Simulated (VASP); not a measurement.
# CsGa (NaTl type) (Fd-3m) in VASP: notebook

The runs below take CsGa (NaTl type) through single point, with PBEsol.

Everything below comes from runs of VASP 6.6.1. Logs are shortened: lines on timing, memory, paths and dates and some standing lists are left out, and cuts for length are marked.

## Step 1: The cell of the first run

Symmetry: Fd-3m, No. 227, cubic system. Conventional cell: a = 6.805 Å, b = 6.805 Å, c = 6.805 Å, α = 90.00°, β = 90.00°, γ = 90.00°. Cs (site symmetry -43m) has 4 Cs at 2.95 Å and 10 Ga at 2.95 to 3.40 Å within 3.9 Å. Ga (site symmetry -43m) has 10 Cs at 2.95 to 3.40 Å and 4 Ga at 2.95 Å within 3.9 Å.

## Step 2: Single point, PBEsol (19.70 Å³/atom)

File INCAR:

```
PREC = Accurate
ENCUT = 520
EDIFF = 1E-6
ISMEAR = -1
SIGMA = 0.05
LREAL = False
LASPH = True
NELM = 80
ALGO = Normal
ISIF = 2
LWAVE = False
LCHARG = False
GGA = PS
NBANDS = 30
```

File KPOINTS:

```
regular mesh
0
Gamma
  6 6 6
```

File POSCAR:

```
CsGa
1.0
    0.0000000000      3.4025481352      3.4025481352
    3.4025481352      0.0000000000      3.4025481352
    3.4025481352      3.4025481352      0.0000000000
Cs Ga
2 2
Direct
    0.1250000000      0.1250000000      0.1250000000
   -0.1250000000     -0.1250000000     -0.1250000000
    0.3750000000      0.3750000000      0.3750000000
   -0.3750000000     -0.3750000000     -0.3750000000
```

Potentials or basis: VASP PAW PBE potentials, release 64 (Cs_sv, Ga_d).

On the command line:

```console
$ cat potpaw_PBE.64/Cs_sv/POTCAR potpaw_PBE.64/Ga_d/POTCAR > POTCAR
$ mpirun -np 1 vasp_std > vasp.out
```

OUTCAR:

```text
PREC = Accurate
   ENCUT = 520
   EDIFF = 1E-6
   ISMEAR = -1
   LREAL = False
   LASPH = True
   NELM = 80
   ISIF = 2
   GGA = PS

 ion  position               nearest neighbor table
   1  0.125  0.125  0.125-   2 2.95   2 2.95   2 2.95   2 2.95   3 2.95   3 2.95   3 2.95   3 2.95

   2  0.875  0.875  0.875-   4 2.95   4 2.95   4 2.95   1 2.95   4 2.95   1 2.95   1 2.95   1 2.95

   3  0.375  0.375  0.375-   1 2.95   1 2.95   1 2.95   1 2.95
   4  0.625  0.625  0.625-   2 2.95   2 2.95   2 2.95   2 2.95

  LATTYP: Found a face centered cubic cell.
 ALAT       =     6.8050962704

  Lattice vectors:

 A1 = (   0.0000000000,   3.4025481352,   3.4025481352)
 A2 = (   3.4025481352,   0.0000000000,   3.4025481352)
 A3 = (   3.4025481352,   3.4025481352,   0.0000000000)

Analysis of symmetry for initial positions (statically):
=====================================================================
 Subroutine PRICEL returns:
 Original cell was already a primitive cell.

 Routine SETGRP: Setting up the symmetry group for a
 face centered cubic supercell.

 Subroutine GETGRP returns: Found 48 space group operations
 (whereof 12 operations were pure point group operations)
 out of a pool of 48 trial point group operations.

The static configuration has the point symmetry D_3d.
 The point group associated with its full space group is O_h .

Analysis of symmetry for dynamics (positions and initial velocities):
=====================================================================
 Subroutine PRICEL returns:
 Original cell was already a primitive cell.

 Routine SETGRP: Setting up the symmetry group for a
 face centered cubic supercell.

 Subroutine GETGRP returns: Found 48 space group operations
 (whereof 12 operations were pure point group operations)
 out of a pool of 48 trial point group operations.

The dynamic configuration has the point symmetry D_3d.
 The point group associated with its full space group is O_h .

 Subroutine INISYM returns: Found 48 space group operations
 (whereof 12 operations are pure point group operations),
 and found     1 'primitive' translations

----------------------------------------------------------------------------------------

                                     Primitive cell

  volume of cell :      78.7849

  direct lattice vectors                    reciprocal lattice vectors
     0.000000000  3.402548135  3.402548135    -0.146948693  0.146948693  0.146948693
     3.402548135  0.000000000  3.402548135     0.146948693 -0.146948693  0.146948693
     3.402548135  3.402548135  0.000000000     0.146948693  0.146948693 -0.146948693

  length of vectors
     4.811929719  4.811929719  4.811929719     0.254522602  0.254522602  0.254522602

  position of ions in fractional coordinates (direct lattice)
     0.125000000  0.125000000  0.125000000
     0.875000000  0.875000000  0.875000000
     0.375000000  0.375000000  0.375000000
     0.625000000  0.625000000  0.625000000

  ion indices of the primitive-cell ions
   primitive index   ion index
                 1           1
                 2           2
                 3           3
                 4           4

----------------------------------------------------------------------------------------

 KPOINTS: regular mesh

Automatic generation of k-mesh.
 Grid dimensions read from file:
 generate k-points for:    6    6    6

 Generating k-lattice:

  Cartesian coordinates                     Fractional coordinates (reciprocal lattice)
    -0.024491449  0.024491449  0.024491449     0.166666667  0.000000000  0.000000000
     0.024491449 -0.024491449  0.024491449     0.000000000  0.166666667  0.000000000
     0.024491449  0.024491449 -0.024491449     0.000000000  0.000000000  0.166666667

  Length of vectors
     0.042420434  0.042420434  0.042420434

  Shift w.r.t. Gamma in fractional coordinates (k-lattice)
     0.000000000  0.000000000  0.000000000

 Subroutine IBZKPT returns following result:
 ===========================================

 Found     16 irreducible k-points:

 Following reciprocal coordinates:
            Coordinates               Weight
  0.000000  0.000000  0.000000      1.000000
  0.166667  0.000000  0.000000      8.000000
  0.333333  0.000000  0.000000      8.000000
  0.500000  0.000000  0.000000      4.000000
  0.166667  0.166667  0.000000      6.000000
  0.333333  0.166667  0.000000     24.000000
[... 8 lines left out ...]
 -0.333333  0.333333  0.166667     24.000000
 -0.333333  0.500000  0.166667     12.000000
   k-points           NKPTS =     16   k-points in BZ     NKDIM =     16   number of bands    NBANDS=     30
   number of dos      NEDOS =    301   number of ions     NIONS =      4
   total plane-waves  NPLWV =  46656
   dimension x,y,z NGX =    36 NGY =   36 NGZ =   36
   dimension x,y,z NGXF=    72 NGYF=   72 NGZF=   72
   ions per type =               2   2
   NGX,Y,Z   is equivalent  to a cutoff of  12.44, 12.44, 12.44 a.u.
   NGXF,Y,Z  is equivalent  to a cutoff of  24.88, 24.88, 24.88 a.u.
 SYSTEM =  unknown system
   PREC   = accura    normal or accurate (medium, high low for compatibility)
   ISTART =      0    job   : 0-new  1-cont  2-samecut
   ICHARG =      2    charge: 1-file 2-atom 10-const
   ISPIN  =      1    spin polarized calculation?
   LNONCOLLINEAR =      F non collinear calculations
   LSORBIT =      F    spin-orbit coupling
   LASPH  =      T    aspherical Exc in radial PAW
   ENCUT  =  520.0 eV  38.22 Ry    6.18 a.u.   8.95  8.95  8.95*2*pi/ulx,y,z
   NELM   =     80;   NELMIN=  2; NELMDL= -5     # of ELM steps
   EDIFF  = 0.1E-05   stopping-criterion for ELM
   LREAL  =      F    real-space projection
   EDIFFG = 0.1E-04   stopping-criterion for IOM
   NSW    =      0    number of steps for IOM
   IBRION =     -1    ionic relax: 0-MD 1-quasi-New 2-CG
   NFREE  =      0    steps in history (QN), initial steepest desc. (CG)
   ISIF   =      2    stress and relaxation
   ISYM   =      2    0-nonsym 1-usesym 2-fastsym
   POTIM  = 0.5000    time-step for ionic-motion
   TEBEG  =    0.0;   TEEND  =   0.0 temperature during run
   PSTRESS=    0.0 pullay stress
   NELECT =      44.0000    total number of electrons
   NUPDOWN=      -1.0000    fix difference up-down
   EMIN   =  10.00;   EMAX   =-10.00  energy-range for DOS
   EFERMI =   0.00;   METHOD = LEGACY
   ISMEAR =    -1;   SIGMA  =   0.05  broadening in eV -4-tet -1-fermi 0-gaus
   EFERMI_NEDOS =   21; number of points for ismear=-14 and -15
   IALGO  =     38    algorithm
   IMIX   =      4    mixing-type and parameters
     AMIX     =   0.40;   BMIX     =  1.00
     AMIX_MAG =   1.60;   BMIX_MAG =  1.00
  volume/ion in A,a.u.               =      19.70       132.92
  Fermi-wavevector in a.u.,A,eV,Ry     =   1.348170  2.547673 24.729451  1.817563
  Thomas-Fermi vector in A             =   2.475861
   LORBIT       =      0    0 simple, 1 ext, 2 COOP (PROOUT), +10 PAW based schemes
   GGA     = PS    functional components
   LHFCALC =     F    Hartree Fock is set to
   AEXX    =    0.0000 exact exchange contribution
   IVDW    =     0    specifies the selected vdW correction
   LEPSILON=     F    determine dielectric tensor
   LRPA    =     F    only Hartree local field effects (RPA)
 non-spin polarized calculation
  energy-cutoff  :      520.00
  volume of cell :       78.78
 maximum number of plane-waves:      2138
   NGX = 17   NGY = 17   NGZ = 17

 number of electron      43.9999983 magnetization

 Free energy of the ion-electron system (eV)
  ---------------------------------------------------
  ext. energy  EPLUGINS =         0.00000000
  ---------------------------------------------------
  free energy    TOTEN  =        -4.24662639 eV

  energy without entropy =       -4.24274149  energy(sigma->0) =       -4.24468394

 E-fermi :   7.3092     XC(G=0): -11.8433

 val. band max:        7.0530155168   @ k =   0.1667   0.1667   0.0000
 cond. band min:       7.3254193434   @ k =   0.3333   0.3333   0.0000
 fundamental gap:      0.2724038267
 Fermi energy:         7.3092089246

 k-point     1 :       0.0000    0.0000    0.0000
  band No.  band energies     occupation
      1     -17.1075      2.00000
      2     -14.1988      2.00000
      3      -7.7844      2.00000
      4      -7.7844      2.00000
      5      -7.7844      2.00000
      6      -7.7472      2.00000
[... 22 lines left out ...]
     29      15.9693      0.00000
     30      15.9693      0.00000

 k-point     2 :       0.1667    0.0000    0.0000
  band No.  band energies     occupation
      1     -16.9883      2.00000
      2     -14.3874      2.00000
      3      -7.7991      2.00000
      4      -7.7991      2.00000
      5      -7.7546      2.00000
      6      -7.7311      2.00000
[... 22 lines left out ...]
     29      15.5718      0.00000
     30      15.5718      0.00000

 k-point     3 :       0.3333    0.0000    0.0000
  band No.  band energies     occupation
      1     -16.6882      2.00000
      2     -14.8193      2.00000
      3      -7.8024      2.00000
      4      -7.8024      2.00000
      5      -7.7441      2.00000
      6      -7.7441      2.00000
[... 22 lines left out ...]
     29      14.3911      0.00000
     30      15.5062      0.00000

 k-point     4 :       0.5000    0.0000    0.0000
  band No.  band energies     occupation
      1     -16.4764      2.00000
      2     -15.0941      2.00000
      3      -7.7849      2.00000
      4      -7.7849      2.00000
      5      -7.7745      2.00000
      6      -7.7745      2.00000
[... 352 lines left out ...]
     29      13.3933      0.00000
     30      14.0828      0.00000

 k-point    15 :      -0.3333    0.3333    0.1667
  band No.  band energies     occupation
      1     -16.1574      2.00000
      2     -15.4666      2.00000
      3      -7.7834      2.00000
      4      -7.7796      2.00000
      5      -7.7385      2.00000
      6      -7.7021      2.00000
[... 22 lines left out ...]
     29      13.4610      0.00000
     30      13.5060      0.00000

 k-point    16 :      -0.3333    0.5000    0.1667
  band No.  band energies     occupation
      1     -15.8216      2.00000
      2     -15.8216      2.00000
      3      -7.7700      2.00000
      4      -7.7700      2.00000
      5      -7.7172      2.00000
      6      -7.7172      2.00000
[... 22 lines left out ...]
     29      12.9718      0.00000
     30      12.9718      0.00000

------------------------ aborting loop because EDIFF is reached ----------------------------------------

  FORCE on cell =-STRESS in cart. coord.  units (eV):
  Direction    XX          YY          ZZ          XY          YZ          ZX
  --------------------------------------------------------------------------------------
  -------------------------------------------------------------------------------------
  Total       17.4337353     17.4337353     17.4337353      0.0000000      0.0000000      0.0000000
  in kB      354.5342537    354.5342537    354.5342537      0.0000000      0.0000000      0.0000000
  external PRESSURE =     354.5342537 kB  Pullay stress =       0.0000000 kB

 VOLUME and BASIS-vectors are now :
 -----------------------------------------------------------------------------
  energy-cutoff  :      520.00
  volume of cell :       78.78
      direct lattice vectors                 reciprocal lattice vectors
     0.000000000  3.402548135  3.402548135    -0.146948693  0.146948693  0.146948693
     3.402548135  0.000000000  3.402548135     0.146948693 -0.146948693  0.146948693
     3.402548135  3.402548135  0.000000000     0.146948693  0.146948693 -0.146948693

 POSITION                                       TOTAL-FORCE (eV/Angst)
 -----------------------------------------------------------------------------------
      0.85064      0.85064      0.85064         0.000000      0.000000      0.000000
      5.95446      5.95446      5.95446         0.000000      0.000000      0.000000
      2.55191      2.55191      2.55191        -0.000000     -0.000000     -0.000000
      4.25319      4.25319      4.25319         0.000000      0.000000      0.000000
 -----------------------------------------------------------------------------------
    total drift:                               -0.000000     -0.000000      0.000000

  FREE ENERGIE OF THE ION-ELECTRON SYSTEM (eV)
  ---------------------------------------------------
  free  energy   TOTEN  =        -4.2466263864 eV

  energy  without entropy=       -4.2427414920  energy(sigma->0) =       -4.24468394
```

Run time: 22 s. Hardware: 1 thread of Intel Xeon 6975P-C (Granite Rapids), shared host; peak memory 0.21 GiB.

Results:

| Quantity | Value |
| --- | --- |
| Free energy | -4.2466 eV |
| Pressure | 35.5 GPa |
| Band gap on the k mesh | zero (bands 22 and 23 overlap by 1.32 eV) |

Caveat: the cell stands under pressure; the PAW data sets were made with another functional, which shifts forces and pressure a little; spin-orbit coupling is left out, which moves the levels of the heavy elements.

## Step 3: Single point, PBEsol (22.98 Å³/atom)

This run uses another cell than the first one, of 22.98 Å³/atom.

File INCAR:

```
PREC     = Accurate       # precision mode
ENCUT    = 520            # plane-wave cutoff, eV
EDIFF    = 1E-6           # SCF threshold, eV
ISMEAR   = -1             # smearing method
SIGMA    = 0.05           # smearing width, eV
LREAL    = False          # projectors in reciprocal space
LASPH    = True           # aspherical terms in the spheres
NELM     = 60             # most SCF steps
ALGO     = Normal         # electronic algorithm
ISIF     = 2              # what is computed and relaxed
LWAVE    = False          # write WAVECAR
LCHARG   = False          # write CHGCAR
GGA      = PS             # functional
NBANDS   = 30             # bands
```

KPOINTS is that of step 2.

File POSCAR:

```
CsGa
1.0
    0.0000000000      3.5819529284      3.5819529284
    3.5819529284      0.0000000000      3.5819529284
    3.5819529284      3.5819529284      0.0000000000
Cs Ga
2 2
Direct
    0.1250000000      0.1250000000      0.1250000000
   -0.1250000000     -0.1250000000     -0.1250000000
    0.3750000000      0.3750000000      0.3750000000
   -0.3750000000     -0.3750000000     -0.3750000000
```

Potentials or basis: VASP PAW PBE potentials, release 64 (Cs_sv, Ga_d).

On the command line:

```console
$ cat potpaw_PBE.64/Cs_sv/POTCAR potpaw_PBE.64/Ga_d/POTCAR > POTCAR
$ mpirun -np 1 vasp_std > vasp.out
```

Run time: 27 s. Hardware: 1 thread of Intel Xeon 6975P-C (Granite Rapids), shared host; peak memory 0.24 GiB.

Results (log left out):

| Quantity | Value |
| --- | --- |
| Free energy | -6.3002 eV |
| Pressure | 16.8 GPa |
| Band gap on the k mesh | zero (bands 22 and 23 overlap by 0.86 eV) |

Levels at points of the mesh, in eV from the Fermi level:
```
           k point  band 19  band 20  band 21  band 22  band 23  band 24  band 25  band 26
(0.00, 0.00, 0.00)    -7.55    -2.14    -0.84    -0.84    -0.84     0.90     0.90     2.81
(0.50, 0.00, 0.00)    -5.23    -4.96    -1.35    -1.35     1.09     1.24     1.24     4.18
(0.50, 0.50, 0.00)    -5.06    -5.06    -0.30    -0.30     1.95     1.95     3.58     3.58
```

Caveat: the cell stands under pressure; the PAW data sets were made with another functional, which shifts forces and pressure a little; spin-orbit coupling is left out, which moves the levels of the heavy elements.

## Step 4: Single point, PBEsol (22.98 Å³/atom)

This run uses another cell than the first one, of 22.98 Å³/atom.

File INCAR:

```
SYSTEM = CsGa
ALGO = Normal ; EDIFF = 1E-6
ENCUT = 520 ; GGA = PS
ISIF = 2 ; ISMEAR = -1
LASPH = .True. ; LCHARG = .False.
LREAL = .False. ; LWAVE = .False.
NBANDS = 30 ; NELM = 100
PREC = Accurate ; SIGMA = 0.05
```

File KPOINTS:

```
k-points
0
Gamma
  6 6 6
  0 0 0
```

POSCAR is that of step 3.

Potentials or basis: VASP PAW PBE potentials, release 64 (Cs_sv, Ga_d).

On the command line:

```console
$ cat potpaw_PBE.64/Cs_sv/POTCAR potpaw_PBE.64/Ga_d/POTCAR > POTCAR
$ mpirun -np 1 vasp_std > vasp.out
```

OUTCAR:

```text
SYSTEM = CsGa
   EDIFF = 1E-6
   ENCUT = 520
   GGA = PS
   ISIF = 2
   ISMEAR = -1
   LASPH = .True.
   LREAL = .False.
   NELM = 100
   PREC = Accurate

 ion  position               nearest neighbor table
   1  0.125  0.125  0.125-   2 3.10   2 3.10   2 3.10   2 3.10
   2  0.875  0.875  0.875-   1 3.10   1 3.10   1 3.10   1 3.10
   3  0.375  0.375  0.375-
   4  0.625  0.625  0.625-

  LATTYP: Found a face centered cubic cell.
 ALAT       =     7.1639058568

  Lattice vectors:

 A1 = (   0.0000000000,   3.5819529284,   3.5819529284)
 A2 = (   3.5819529284,   0.0000000000,   3.5819529284)
 A3 = (   3.5819529284,   3.5819529284,   0.0000000000)

Analysis of symmetry for initial positions (statically):
=====================================================================
 Subroutine PRICEL returns:
 Original cell was already a primitive cell.

 Routine SETGRP: Setting up the symmetry group for a
 face centered cubic supercell.

 Subroutine GETGRP returns: Found 48 space group operations
 (whereof 12 operations were pure point group operations)
 out of a pool of 48 trial point group operations.

The static configuration has the point symmetry D_3d.
[... 158 lines left out ...]
 E-fermi :   5.8053     XC(G=0): -11.0410

 val. band max:        5.5251557580   @ k =   0.1667   0.1667   0.0000
 cond. band min:       5.8213836915   @ k =   0.3333   0.3333   0.0000
 fundamental gap:      0.2962279335
 Fermi energy:         5.8053427146

 k-point     1 :       0.0000    0.0000    0.0000
  band No.  band energies     occupation
      1     -17.8825      2.00000
      2     -15.9154      2.00000
      3      -8.9990      2.00000
      4      -8.9990      2.00000
      5      -8.9990      2.00000
      6      -8.9792      2.00000
[... 517 lines left out ...]
     29      11.0063      0.00000
     30      11.0063      0.00000

------------------------ aborting loop because EDIFF is reached ----------------------------------------

  FORCE on cell =-STRESS in cart. coord.  units (eV):
  Direction    XX          YY          ZZ          XY          YZ          ZX
  --------------------------------------------------------------------------------------
  -------------------------------------------------------------------------------------
  Total        9.6639814      9.6639814      9.6639814      0.0000000     -0.0000000     -0.0000000
  in kB      168.4523401    168.4523401    168.4523401      0.0000000     -0.0000000     -0.0000000
  external PRESSURE =     168.4523401 kB  Pullay stress =       0.0000000 kB

 VOLUME and BASIS-vectors are now :
 -----------------------------------------------------------------------------
  energy-cutoff  :      520.00
  volume of cell :       91.92
      direct lattice vectors                 reciprocal lattice vectors
     0.000000000  3.581952928  3.581952928    -0.139588657  0.139588657  0.139588657
     3.581952928  0.000000000  3.581952928     0.139588657 -0.139588657  0.139588657
     3.581952928  3.581952928  0.000000000     0.139588657  0.139588657 -0.139588657

 POSITION                                       TOTAL-FORCE (eV/Angst)
 -----------------------------------------------------------------------------------
      0.89549      0.89549      0.89549         0.000000     -0.000000      0.000000
      6.26842      6.26842      6.26842         0.000000     -0.000000     -0.000000
      2.68646      2.68646      2.68646        -0.000000     -0.000000     -0.000000
      4.47744      4.47744      4.47744         0.000000      0.000000      0.000000
 -----------------------------------------------------------------------------------
    total drift:                               -0.000000     -0.000000     -0.000000

  FREE ENERGIE OF THE ION-ELECTRON SYSTEM (eV)
  ---------------------------------------------------
  free  energy   TOTEN  =        -6.3001716738 eV

  energy  without entropy=       -6.2962320099  energy(sigma->0) =       -6.29820184
```

Run time: 25 s. Hardware: 1 thread of Intel Xeon 6975P-C (Granite Rapids), shared host; peak memory 0.24 GiB.

Results:

| Quantity | Value |
| --- | --- |
| Free energy | -6.3002 eV |
| Pressure | 16.8 GPa |
| Band gap on the k mesh | zero (bands 22 and 23 overlap by 0.86 eV) |

Caveat: the cell stands under pressure; the PAW data sets were made with another functional, which shifts forces and pressure a little; spin-orbit coupling is left out, which moves the levels of the heavy elements.
